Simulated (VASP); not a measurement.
# Si2W in VASP: a series of runs, part 2 of 2

VASP 6.6.1. The steps go on from the part before.

### Step 3. Single point, LDA

This run uses another cell than the first one, of 13.32 Å³/atom.

INCAR reads:

```
ALGO = Normal
EDIFF = 1E-6
ENCUT = 520
ISIF = 2
ISMEAR = 0
ISYM = 0
LASPH = True
LCHARG = True
LELF = True
LREAL = False
LVHAR = True
LWAVE = False
NBANDS = 31
NELM = 100
PREC = Accurate
SIGMA = 0.1
```

KPOINTS reads:

```
k-points
0
Gamma
  5 5 22
```

POSCAR reads:

```
Si2W
1.0
    6.6160010899      0.0000000012     -0.0003119340
    0.0000000014      7.6395000288      0.0000605605
   -1.6540744440     -3.8197375440      1.5817422739
Si W
4 2
Direct
   -0.0000128862      0.3348083589     -0.0000105907
    0.4999871138      0.3348083589     -0.0000105907
    0.0000128862      0.6651916411      0.0000105907
    0.5000128862      0.6651916411      0.0000105907
    0.0000000000      0.0000000000      0.0000000000
    0.5000000000      0.0000000000      0.0000000000
```

Potentials or basis: VASP PAW LDA potentials, release 64 (Si, W_sv).

Launch:

```bash
cat potpaw_LDA.64/Si/POTCAR potpaw_LDA.64/W_sv/POTCAR > POTCAR
mpirun -np 1 vasp_std > vasp.out
```

OUTCAR:

```text
EDIFF = 1E-6
   ENCUT = 520
   ISIF = 2
   ISMEAR = 0
   ISYM = 0
   LASPH = True
   LREAL = False
   NELM = 100
   PREC = Accurate

 ion  position               nearest neighbor table
   1  1.000  0.335  1.000-   3 2.52   5 2.56   6 2.61   6 2.61   5 2.61   5 2.61   4 2.63   4 2.63
                             3 2.63   3 2.63
   2  0.500  0.335  1.000-   4 2.52   6 2.56   5 2.61   5 2.61   6 2.61   6 2.61   3 2.63   3 2.63
                             4 2.63   4 2.63
   3  0.000  0.665  0.000-   1 2.52   5 2.56   6 2.61   6 2.61   5 2.61   5 2.61   2 2.63   2 2.63
                             1 2.63   1 2.63
   4  0.500  0.665  0.000-   2 2.52   6 2.56   5 2.61   5 2.61   6 2.61   6 2.61   1 2.63   1 2.63
                             2 2.63   2 2.63
   5  0.000  0.000  0.000-   1 2.56   3 2.56   2 2.61   4 2.61   4 2.61   2 2.61   1 2.61   3 2.61
                             3 2.61   1 2.61   6 3.31   6 3.31
   6  0.500  0.000  0.000-   2 2.56   4 2.56   1 2.61   3 2.61   3 2.61   1 2.61   2 2.61   4 2.61
                             2 2.61   4 2.61   5 3.31   5 3.31

IMPORTANT INFORMATION: All symmetrisations will be switched off!
NOSYMM: (Re-)initialisation of all symmetry stuff for point group C_1.

[... 181 lines left out ...]
  band No.  band energies     occupation
      1     -61.3400      2.00000
      2     -61.3251      2.00000
      3     -26.0583      2.00000
      4     -26.0368      2.00000
      5     -25.9240      2.00000
      6     -25.8568      2.00000
[... 805 lines left out ...]
     30      16.4848      0.00000
     31      17.1773      0.00000

 [... further k-points ...]

------------------------ aborting loop because EDIFF is reached ----------------------------------------

  FORCE on cell =-STRESS in cart. coord.  units (eV):
  Direction    XX          YY          ZZ          XY          YZ          ZX
  --------------------------------------------------------------------------------------
  -------------------------------------------------------------------------------------
  Total       -6.3688721      3.9052472      0.3653956      0.0055081      0.0002394     -0.0014717
  in kB     -127.6409356     78.2665125      7.3230284      0.1103904      0.0047986     -0.0294950
  external PRESSURE =     -14.0171316 kB  Pullay stress =       0.0000000 kB

 VOLUME and BASIS-vectors are now :
 -----------------------------------------------------------------------------
  energy-cutoff  :      520.00
  volume of cell :       79.94
      direct lattice vectors                 reciprocal lattice vectors
     6.616001090  0.000000001 -0.000311934     0.151156158 -0.000001253  0.158065417
     0.000000001  7.639500029  0.000060560     0.000014904  0.130896113  0.316115626
    -1.654074444 -3.819737544  1.581742274     0.000029809 -0.000005012  0.632233315

 POSITION                                       TOTAL-FORCE (eV/Angst)
 -----------------------------------------------------------------------------------
      4.96186     -1.26193      1.58143        -0.000471     -0.001114     -0.000164
      1.65386     -1.26193      1.58159        -0.000472     -0.001051     -0.000163
      0.00007      5.08169      0.00006         0.000471      0.001114      0.000164
      3.30807      5.08169     -0.00010         0.000472      0.001051      0.000163
      0.00000      0.00000      0.00000         0.000001     -0.000001      0.000001
      3.30800      0.00000     -0.00016        -0.000001      0.000000     -0.000001
 -----------------------------------------------------------------------------------
    total drift:                               -0.000001     -0.000000      0.000000

  FREE ENERGIE OF THE ION-ELECTRON SYSTEM (eV)
  ---------------------------------------------------
  free  energy   TOTEN  =       -54.5572470937 eV

  energy  without entropy=      -54.5538631230  energy(sigma->0) =      -54.55555511
```

It took 12 min on 1 thread of AMD EPYC 9R45 (Zen 5), shared host; peak memory 0.63 GiB.

What came out:

```
Free energy            : -54.5572 eV
Pressure               : -1.4 GPa
Band gap on the k mesh : zero (bands 22 and 23 overlap by 0.81 eV)
```

Stress tensor (GPa, compression positive):
```
-12.76   0.01   0.00
  0.01   7.83   0.00
  0.00   0.00   0.73
```

Caveat: the stress differs along the axes, from -13 to 8 GPa; spin-orbit coupling is left out, which moves the levels of the heavy elements.
